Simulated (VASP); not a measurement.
# ZrSi2 (P4_2/mnm) in VASP: notebook

The runs below take ZrSi2 through single point, with r2SCAN.

Program: VASP 6.6.1. These are calculated values, not measurements. Logs are shortened: lines on timing, memory, paths and dates and some standing lists are left out, and cuts for length are marked.

## 1. The cell of the first run

The structure is tetragonal, space group P4_2/mnm (No. 136). Conventional cell: a = 7.244 Å, b = 7.244 Å, c = 2.715 Å, α = 90.00°, β = 90.00°, γ = 90.00°. Within 3.6 Å of Zr (site symmetry mmm) lie 6 Si at 2.71 to 2.77 Å and 2 Zr at 2.71 Å. Within 3.6 Å of Si (site symmetry m2m) lie 3 Zr at 2.71 to 2.77 Å and 2 Si at 2.71 Å.

## 2. Single point, r2SCAN

Contents of POSCAR:

```
ZrSi2
1.0
    7.2442845951      0.0000000000      0.0000000000
    0.0000000000      7.2442845951      0.0000000000
    0.0000000000      0.0000000000      2.7149940966
Zr Si
2 4
Direct
    0.0000000000      0.0000000000      0.0000000000
    0.5000000000      0.5000000000      0.5000000000
    0.2642523415      0.2642523415      0.0000000000
    0.2357476585      0.7642523415      0.5000000000
    0.7357476585      0.7357476585      0.0000000000
    0.7642523415      0.2357476585      0.5000000000
```

Contents of INCAR.step1:

```
SYSTEM = ZrSi2
PREC = Accurate
ENCUT = 520
ISMEAR = 0
SIGMA = 0.1
LREAL = .FALSE.
LASPH = .TRUE.
NELM = 80
NBANDS = 29
GGA = PE
ALGO = Normal
EDIFF = 1E-4
LWAVE = .TRUE.
LCHARG = .FALSE.
```

Contents of INCAR.step2:

```
SYSTEM = ZrSi2
PREC = Accurate
ENCUT = 520
EDIFF = 1E-7
ISMEAR = 0
SIGMA = 0.1
LREAL = .FALSE.
LASPH = .TRUE.
NELM = 80
ALGO = Normal
ISIF = 2
LWAVE = .FALSE.
LCHARG = .FALSE.
METAGGA = R2SCAN
LMIXTAU = .TRUE.
NBANDS = 29
ISTART = 1
```

Contents of KPOINTS:

```
Automatic mesh
0
G
  6 6 14
  0 0 0
```

Potentials or basis: VASP PAW PBE potentials, release 64 (Zr_sv, Si).

Command:

```
> cat potpaw_PBE.64/Zr_sv/POTCAR potpaw_PBE.64/Si/POTCAR > POTCAR
> cp INCAR.step1 INCAR
> mpirun -np 1 vasp_std > vasp.out
> cp INCAR.step2 INCAR
> mpirun -np 1 vasp_std > vasp.out
```

OUTCAR:

```text
SYSTEM = ZrSi2
   PREC = Accurate
   ENCUT = 520
   EDIFF = 1E-7
   ISMEAR = 0
   LREAL = .FALSE.
   LASPH = .TRUE.
   NELM = 80
   ISIF = 2
   METAGGA = R2SCAN
   ISTART = 1

 ion  position               nearest neighbor table
   1  0.000  0.000  0.000-   3 2.71   5 2.71   4 2.77   6 2.77   4 2.77   6 2.77
   2  0.500  0.500  0.500-   4 2.71   6 2.71   5 2.77   3 2.77   3 2.77   5 2.77
   3  0.264  0.264  0.000-   1 2.71   2 2.77   2 2.77
   4  0.236  0.764  0.500-   2 2.71   1 2.77   1 2.77
   5  0.736  0.736  0.000-   1 2.71   2 2.77   2 2.77
   6  0.764  0.236  0.500-   2 2.71   1 2.77   1 2.77

  LATTYP: Found a simple tetragonal cell.
 ALAT       =     7.2442845951
 C/A-ratio  =     0.3747773933

  Lattice vectors:

 A1 = (   7.2442845951,   0.0000000000,   0.0000000000)
 A2 = (   0.0000000000,   7.2442845951,   0.0000000000)
 A3 = (   0.0000000000,   0.0000000000,   2.7149940966)

Analysis of symmetry for initial positions (statically):
=====================================================================
 Subroutine PRICEL returns:
 Original cell was already a primitive cell.

 Routine SETGRP: Setting up the symmetry group for a
 simple tetragonal supercell.

 Subroutine GETGRP returns: Found 16 space group operations
 (whereof  8 operations were pure point group operations)
 out of a pool of 16 trial point group operations.

The static configuration has the point symmetry D_2h.
 The point group associated with its full space group is D_4h.

Analysis of symmetry for dynamics (positions and initial velocities):
=====================================================================
 Subroutine PRICEL returns:
 Original cell was already a primitive cell.

 Routine SETGRP: Setting up the symmetry group for a
 simple tetragonal supercell.

 Subroutine GETGRP returns: Found 16 space group operations
 (whereof  8 operations were pure point group operations)
 out of a pool of 16 trial point group operations.

The dynamic configuration has the point symmetry D_2h.
 The point group associated with its full space group is D_4h.

 Subroutine INISYM returns: Found 16 space group operations
 (whereof  8 operations are pure point group operations),
 and found     1 'primitive' translations

----------------------------------------------------------------------------------------

                                     Primitive cell

  volume of cell :     142.4820

  direct lattice vectors                    reciprocal lattice vectors
     7.244284595  0.000000000  0.000000000     0.138039856  0.000000000  0.000000000
     0.000000000  7.244284595  0.000000000     0.000000000  0.138039856  0.000000000
     0.000000000  0.000000000  2.714994097     0.000000000  0.000000000  0.368324926

  length of vectors
     7.244284595  7.244284595  2.714994097     0.138039856  0.138039856  0.368324926

  position of ions in fractional coordinates (direct lattice)
     0.000000000  0.000000000  0.000000000
     0.500000000  0.500000000  0.500000000
     0.264252341  0.264252341  0.000000000
     0.235747659  0.764252341  0.500000000
     0.735747659  0.735747659  0.000000000
     0.764252341  0.235747659  0.500000000

  ion indices of the primitive-cell ions
   primitive index   ion index
                 1           1
                 2           2
                 3           3
                 4           4
                 5           5
                 6           6

----------------------------------------------------------------------------------------

 KPOINTS: Automatic mesh

Automatic generation of k-mesh.
 Grid dimensions read from file:
 generate k-points for:    6    6   14

 Generating k-lattice:

  Cartesian coordinates                     Fractional coordinates (reciprocal lattice)
     0.023006643  0.000000000  0.000000000     0.166666667  0.000000000  0.000000000
     0.000000000  0.023006643  0.000000000     0.000000000  0.166666667  0.000000000
     0.000000000  0.000000000  0.026308923     0.000000000  0.000000000  0.071428571

  Length of vectors
     0.023006643  0.023006643  0.026308923

  Shift w.r.t. Gamma in fractional coordinates (k-lattice)
     0.000000000  0.000000000  0.000000000

 Subroutine IBZKPT returns following result:
 ===========================================

 Found     80 irreducible k-points:

 Following reciprocal coordinates:
            Coordinates               Weight
  0.000000  0.000000  0.000000      1.000000
  0.166667  0.000000  0.000000      4.000000
  0.333333  0.000000  0.000000      4.000000
  0.500000  0.000000  0.000000      2.000000
  0.166667  0.166667  0.000000      4.000000
  0.333333  0.166667  0.000000      8.000000
[... 16 lines left out ...]
  0.333333  0.000000  0.142857      8.000000
  0.500000  0.000000  0.142857      4.000000
 [... further k-points ...]
   k-points           NKPTS =     80   k-points in BZ     NKDIM =     80   number of bands    NBANDS=     29
[... 60 lines left out ...]
  ext. energy  EPLUGINS =         0.00000000
  ---------------------------------------------------
  free energy    TOTEN  =       -77.53173126 eV

  energy without entropy =      -77.51249805  energy(sigma->0) =      -77.52211466

 E-fermi :   5.5290     XC(G=0): -10.0346

 val. band max:        5.5288552084   @ k =   0.5000   0.3333   0.3571
 cond. band min:       5.5402823881   @ k =   0.1667   0.0000   0.2143
 fundamental gap:      0.0114271797
 Fermi energy:         5.5289713069

 k-point     1 :       0.0000    0.0000    0.0000
  band No.  band energies     occupation
      1     -44.4586      2.00000
      2     -44.4582      2.00000
      3     -21.9313      2.00000
      4     -21.9313      2.00000
      5     -21.8786      2.00000
      6     -21.8786      2.00000
[... 21 lines left out ...]
     28      10.0542      0.00000
     29      10.8075      0.00000

 k-point     2 :       0.1667    0.0000    0.0000
  band No.  band energies     occupation
      1     -44.4586      2.00000
      2     -44.4582      2.00000
      3     -21.9311      2.00000
      4     -21.9311      2.00000
      5     -21.8788      2.00000
      6     -21.8788      2.00000
[... 21 lines left out ...]
     28      10.0620      0.00000
     29      10.7920      0.00000

 k-point     3 :       0.3333    0.0000    0.0000
  band No.  band energies     occupation
      1     -44.4585      2.00000
      2     -44.4583      2.00000
      3     -21.9308      2.00000
      4     -21.9308      2.00000
      5     -21.8792      2.00000
      6     -21.8792      2.00000
[... 21 lines left out ...]
     28      10.1605      0.00000
     29      10.7596      0.00000

 k-point     4 :       0.5000    0.0000    0.0000
  band No.  band energies     occupation
      1     -44.4584      2.00000
      2     -44.4584      2.00000
      3     -21.9306      2.00000
      4     -21.9306      2.00000
      5     -21.8794      2.00000
      6     -21.8794      2.00000
[... 21 lines left out ...]
     28      10.6252      0.00000
     29      10.7411      0.00000

 k-point     5 :       0.1667    0.1667    0.0000
  band No.  band energies     occupation
      1     -44.4585      2.00000
      2     -44.4582      2.00000
      3     -21.9314      2.00000
      4     -21.9307      2.00000
      5     -21.8792      2.00000
      6     -21.8785      2.00000
[... 21 lines left out ...]
     28      10.0781      0.00000
     29      10.7627      0.00000
[... 510 lines left out ...]
     28       9.2301      0.00000
     29       9.3967      0.00000

 k-point    22 :       0.1667    0.0000    0.1429
  band No.  band energies     occupation
      1     -44.4010      2.00000
      2     -44.4007      2.00000
      3     -21.8721      2.00000
      4     -21.8721      2.00000
      5     -21.8275      2.00000
      6     -21.8275      2.00000
[... 21 lines left out ...]
     28       9.2079      0.00000
     29       9.8137      0.00000

 k-point    23 :       0.3333    0.0000    0.1429
  band No.  band energies     occupation
      1     -44.4009      2.00000
      2     -44.4007      2.00000
      3     -21.8717      2.00000
      4     -21.8717      2.00000
      5     -21.8279      2.00000
      6     -21.8279      2.00000
[... 21 lines left out ...]
     28       8.9482      0.00000
     29      10.7470      0.00000

 k-point    24 :       0.5000    0.0000    0.1429
  band No.  band energies     occupation
      1     -44.4008      2.00000
      2     -44.4008      2.00000
      3     -21.8716      2.00000
      4     -21.8716      2.00000
      5     -21.8281      2.00000
      6     -21.8281      2.00000
[... 21 lines left out ...]
     28       8.8834      0.00000
     29      11.4134      0.00000

 [... further k-points ...]

------------------------ aborting loop because EDIFF is reached ----------------------------------------

  FORCE on cell =-STRESS in cart. coord.  units (eV):
  Direction    XX          YY          ZZ          XY          YZ          ZX
  --------------------------------------------------------------------------------------
  -------------------------------------------------------------------------------------
  Total       -0.0353009     -0.0353009      0.0410078     -0.0000000      0.0000000      0.0000000
  in kB       -0.3969501     -0.3969501      0.4611229     -0.0000000      0.0000000      0.0000000
  external PRESSURE =      -0.1109258 kB  Pullay stress =       0.0000000 kB

 VOLUME and BASIS-vectors are now :
 -----------------------------------------------------------------------------
  energy-cutoff  :      520.00
  volume of cell :      142.48
      direct lattice vectors                 reciprocal lattice vectors
     7.244284595  0.000000000  0.000000000     0.138039856  0.000000000  0.000000000
     0.000000000  7.244284595  0.000000000     0.000000000  0.138039856  0.000000000
     0.000000000  0.000000000  2.714994097     0.000000000  0.000000000  0.368324926

 POSITION                                       TOTAL-FORCE (eV/Angst)
 -----------------------------------------------------------------------------------
      0.00000      0.00000      0.00000         0.000000      0.000000      0.000000
      3.62214      3.62214      1.35750         0.000000      0.000000      0.000000
      1.91432      1.91432      0.00000         0.002150      0.002150      0.000000
      1.70782      5.53646      1.35750        -0.002150      0.002150      0.000000
      5.32997      5.32997      0.00000        -0.002150     -0.002150      0.000000
      5.53646      1.70782      1.35750         0.002150     -0.002150      0.000000
 -----------------------------------------------------------------------------------
    total drift:                                0.000000      0.000000      0.000000

  FREE ENERGIE OF THE ION-ELECTRON SYSTEM (eV)
  ---------------------------------------------------
  free  energy   TOTEN  =       -77.5317312599 eV

  energy  without entropy=      -77.5124980517  energy(sigma->0) =      -77.52211466
```

It took 11 min on 1 thread of Intel Xeon 6975P-C (Granite Rapids), shared host; peak memory 0.43 GiB.

What came out:

* Free energy: -77.5317 eV
* Pressure: 0.0 GPa
* Largest force: 0.003 eV/Å
* Band gap on the k mesh: zero (bands 20 and 21 overlap by 1.70 eV)

Forces in eV/Å, atoms in the order of the input:
```
Zr   0.000  0.000  0.000
Zr   0.000  0.000  0.000
Si   0.002  0.002  0.000
Si  -0.002  0.002  0.000
Si  -0.002 -0.002  0.000
Si   0.002 -0.002  0.000
```

Caveat: the PAW data sets were made with another functional, which shifts forces and pressure a little.

## 3. Single point, r2SCAN

This run uses another cell than the first one, of 17.25 Å³/atom.

Contents of POSCAR:

```
ZrSi2
1.0
    5.4361909052      0.0000000000      0.0000000000
    0.0000000000      5.4361909052      0.0000000000
    0.0000000000      0.0000000000      3.5014560054
Zr Si
2 4
Direct
    0.0000000000      0.0000000000      0.0000000000
    0.5000000000      0.5000000000      0.5000000000
    0.3060000000      0.3060000000      0.0000000000
    0.1940000000      0.8060000000      0.5000000000
    0.6940000000      0.6940000000      0.0000000000
    0.8060000000      0.1940000000      0.5000000000
```

Contents of INCAR.step1:

```
  PREC = Accurate
  ENCUT = 520
  ISMEAR = 0
  SIGMA = 0.1
  LREAL = False
  LASPH = True
  NELM = 80
  NBANDS = 29
  GGA = PE
  ALGO = Normal
  EDIFF = 1E-4
  LWAVE = True
  LCHARG = False
```

Contents of INCAR.step2:

```
  PREC = Accurate
  ENCUT = 520
  EDIFF = 1E-7
  ISMEAR = 0
  SIGMA = 0.1
  LREAL = False
  LASPH = True
  NELM = 80
  ALGO = Normal
  ISIF = 2
  LWAVE = False
  LCHARG = False
  METAGGA = R2SCAN
  LMIXTAU = True
  NBANDS = 29
  ISTART = 1
```

Contents of KPOINTS:

```
Automatic mesh
0
Gamma
  4 4 6
```

Potentials or basis: VASP PAW PBE potentials, release 64 (Zr_sv, Si).

Command:

```
> cat potpaw_PBE.64/Zr_sv/POTCAR potpaw_PBE.64/Si/POTCAR > POTCAR
> cp INCAR.step1 INCAR
> mpirun -np 1 vasp_std > vasp.out
> cp INCAR.step2 INCAR
> mpirun -np 1 vasp_std > vasp.out
```

It took 6.2 min on 1 thread of Intel Xeon 8259CL, shared host; peak memory 0.24 GiB.

Results (log left out):

```yaml
Free_energy: -68.9521 eV
Pressure: 49.4 GPa
Largest_force: 2.048 eV/Å
Band_gap_on_the_k_mesh: zero (bands 20 and 21 overlap by 1.16 eV)
```

Forces on the atoms (eV/Å):
```
Zr   0.000  0.000  0.000
Zr   0.000  0.000  0.000
Si  -1.448 -1.448  0.000
Si   1.448 -1.448  0.000
Si   1.448  1.448  0.000
Si  -1.448  1.448  0.000
```

Stress tensor (GPa, compression positive):
```
42.13  0.00  0.00
 0.00 42.13  0.00
 0.00  0.00 63.87
```

Levels at points of the mesh, in eV from the Fermi level:
```
           k point  band 18  band 19  band 20  band 21  band 22  band 23
(0.00, 0.00, 0.00)    -0.53    -0.53     0.83     0.89     1.05     1.31
(0.50, 0.00, 0.00)    -2.13     0.21     0.21     0.41     0.41     2.15
(0.50, 0.50, 0.00)    -1.54     0.46     0.46     0.83     0.83     1.64
(0.00, 0.00, 0.50)    -2.39    -1.38    -1.38     0.46     0.46     1.45
(0.50, 0.00, 0.50)    -1.03    -0.87    -0.87    -0.33    -0.33     0.44
(0.50, 0.50, 0.50)    -1.12     0.00     0.00     0.16     0.16     2.52
```

Caveat: the cell stands under pressure; the PAW data sets were made with another functional, which shifts forces and pressure a little.

## 4. Single point, r2SCAN

This run uses another cell than the first one, of 24.07 Å³/atom.

Contents of POSCAR:

```
ZrSi2
1.0
    7.1516626733      0.0000000000      0.0000000000
    0.0000000000      7.1516626733      0.0000000000
    0.0000000000      0.0000000000      2.8237889171
Zr Si
2 4
Direct
    0.0000000000      0.0000000000      0.0000000000
    0.5000000000      0.5000000000      0.5000000000
    0.2661597553      0.2661597553      0.0000000000
    0.2338402447      0.7661597553      0.5000000000
    0.7338402447      0.7338402447      0.0000000000
    0.7661597553      0.2338402447      0.5000000000
```

Contents of INCAR.step1:

```
SYSTEM = ZrSi2
  PREC = Accurate
  ENCUT = 520
  ISMEAR = 0
  SIGMA = 0.1
  LREAL = .FALSE.
  LASPH = .TRUE.
  NELM = 100
  NBANDS = 29
  GGA = PE
  ALGO = Normal
  EDIFF = 1E-4
  LWAVE = .TRUE.
  LCHARG = .FALSE.
```

Contents of INCAR.step2:

```
SYSTEM = ZrSi2
  PREC = Accurate
  ENCUT = 520
  EDIFF = 1E-6
  ISMEAR = 0
  SIGMA = 0.1
  LREAL = .FALSE.
  LASPH = .TRUE.
  NELM = 100
  ALGO = Normal
  ISIF = 2
  LWAVE = .FALSE.
  LCHARG = .FALSE.
  METAGGA = R2SCAN
  LMIXTAU = .TRUE.
  NBANDS = 29
  ISTART = 1
```

Contents of KPOINTS:

```
regular mesh
0
G
  4 4 6
  0 0 0
```

Command:

```
> cat potpaw_PBE.64/Zr_sv/POTCAR potpaw_PBE.64/Si/POTCAR > POTCAR
> cp INCAR.step1 INCAR
> mpirun -np 1 vasp_std > vasp.out
> cp INCAR.step2 INCAR
> mpirun -np 1 vasp_std > vasp.out
```

Run time: 13 min. Hardware: 1 thread of Intel Xeon 8259CL, shared host; peak memory 0.32 GiB.

The run converged. Its results:

```yaml
Free_energy: -77.4077 eV
Pressure: -0.2 GPa
Largest_force: 0.012 eV/Å
Band_gap_on_the_k_mesh: zero (bands 20 and 21 overlap by 1.29 eV)
```

Forces in eV/Å, atoms in the order of the input:
```
Zr   0.000  0.000  0.000
Zr   0.000  0.000  0.000
Si   0.008  0.008  0.000
Si  -0.008  0.008  0.000
Si  -0.008 -0.008  0.000
Si   0.008 -0.008  0.000
```

Stress tensor (GPa, compression positive):
```
-0.33  0.00  0.00
 0.00 -0.33  0.00
 0.00  0.00  0.03
```

Levels at points of the mesh, in eV from the Fermi level:
| k point | band 16 | band 17 | band 18 | band 19 | band 20 | band 21 | band 22 | band 23 | band 24 | band 25 |
| --- | --- | --- | --- | --- | --- | --- | --- | --- | --- | --- |
| (0.00, 0.00, 0.00) | -2.15 | -2.15 | -0.98 | -0.95 | 0.34 | 1.49 | 1.49 | 2.91 | 3.91 | 3.91 |
| (0.50, 0.00, 0.00) | -2.31 | -1.99 | -1.99 | -0.72 | -0.72 | 1.33 | 1.33 | 2.74 | 2.74 | 3.95 |
| (0.50, 0.50, 0.00) | -1.92 | -1.25 | -1.25 | -0.97 | -0.97 | -0.55 | -0.55 | 3.90 | 3.90 | 4.25 |
| (0.00, 0.00, 0.50) | -3.21 | -0.97 | -0.97 | -0.46 | -0.46 | -0.02 | -0.02 | 0.42 | 0.42 | 3.12 |
| (0.50, 0.00, 0.50) | -2.66 | -2.03 | -2.03 | -0.55 | -0.55 | 1.03 | 1.03 | 1.14 | 1.14 | 2.09 |
| (0.50, 0.50, 0.50) | -3.50 | -0.95 | -0.95 | -0.26 | -0.26 | 0.36 | 0.36 | 1.18 | 1.18 | 2.69 |

Caveat: the k points lie up to 0.37 Å⁻¹ apart, too coarse for converged energies and pressures of a metal; the PAW data sets were made with another functional, which shifts forces and pressure a little.

## 5. Overview

| cell | k mesh | gap on the mesh (eV) | pressure (GPa) | largest force (eV/Å) |
| --- | --- | --- | --- | --- |
| a = 7.244, b = 7.244, c = 2.715 Å, 6 atoms, atomic positions A | 6 × 6 × 14 | none | 0.0 | - |
| a = 5.436, b = 5.436, c = 3.501 Å, 6 atoms, atomic positions B | 4 × 4 × 6 | none | 49.4 | 2.05 |
| a = 7.152, b = 7.152, c = 2.824 Å, 6 atoms, atomic positions C | 4 × 4 × 6 | none | -0.2 | 0.01 |

Alike in all rows: task single point; level r2SCAN; potentials or basis VASP PAW PBE potentials, release 64 (Zr_sv, Si); no spin polarisation; cutoff (eV) 520; smearing gaussian 0.1 eV.

Caveats: some runs use coarse meshes; the PAW data sets were made with another functional, which shifts forces and pressure a little; the cell stands under pressure (at least some runs).

Total energies depend on the potentials used, so only differences within one code and one set of settings carry meaning.
